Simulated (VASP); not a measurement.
Write the native input for VASP 6.6.1 that does the following.

- Task: single point
- Functional: r2SCAN
- Potentials or basis: VASP PAW PBE potentials, release 64 (Cd, Se)
- Cutoff: 520 eV
- k mesh: 9 × 9 × 4
- Occupations: gaussian, width 0.01 eV
- Spin: no spin polarisation
- Dipole correction: no
- Further INCAR settings: ALGO = Normal; EDIFF = 1e-06; NBANDS = 26

The system is CdSe.

```
CELL_PARAMETERS angstrom
4.33992 0.00000 0.00000
-2.16996 3.75848 0.00000
0.00000 0.00000 7.07838
ATOMIC_POSITIONS crystal
Cd 0.33333 0.66667 0.96282
Cd 0.66667 0.33333 0.46282
Se 0.33333 0.66667 0.41318
Se 0.66667 0.33333 0.91318
```

This cell differs from its parent crystal: atoms displaced along a vibrational mode.

One way to write it, as run:

POSCAR

```
CdSe
1.0
    4.3399219990      0.0000000000      0.0000000000
   -2.1699609995      3.7584827016      0.0000000000
    0.0000000000      0.0000000000      7.0783849700
Cd Se
2 2
Direct
    0.3333333333      0.6666666667     -0.0371781186
    0.6666666667      0.3333333333      0.4628218814
    0.3333333333      0.6666666667      0.4131781186
    0.6666666667      0.3333333333      0.9131781186
```

INCAR.step1

```
SYSTEM = CdSe
PREC = Accurate
ENCUT = 520
ISMEAR = 0
SIGMA = 0.01
LREAL = .False.
LASPH = .True.
NELM = 80
NBANDS = 26
GGA = PE
ALGO = Normal
EDIFF = 1E-4
LWAVE = .True.
LCHARG = .False.
```

INCAR.step2

```
SYSTEM = CdSe
PREC = Accurate
ENCUT = 520
EDIFF = 1E-6
ISMEAR = 0
SIGMA = 0.01
LREAL = .False.
LASPH = .True.
NELM = 80
ALGO = Normal
ISIF = 2
LWAVE = .False.
LCHARG = .False.
METAGGA = R2SCAN
LMIXTAU = .True.
NBANDS = 26
ISTART = 1
```

KPOINTS

```
regular mesh
0
Gamma
  9 9 4
  0 0 0
```

Potentials or basis: VASP PAW PBE potentials, release 64 (Cd, Se).

Command:

```console
$ cat potpaw_PBE.64/Cd/POTCAR potpaw_PBE.64/Se/POTCAR > POTCAR
$ cp INCAR.step1 INCAR
$ mpirun -np 1 vasp_std > vasp.out
$ cp INCAR.step2 INCAR
$ mpirun -np 1 vasp_std > vasp.out
```

Results of the run:

| Property | Result |
| --- | --- |
| Pressure | 2.8 GPa |
| Largest force | 0.616 eV/Å |
| Band gap on the k mesh | 1.36 eV |

Caveat: the cell differs from its parent crystal (atoms displaced along a vibrational mode); the PAW data sets were made with another functional, which shifts forces and pressure a little.

It took 2.5 min on 1 thread of Intel(R) Xeon(R) 6975P-C (Granite Rapids), on a shared host, peak memory 0.29 GiB.
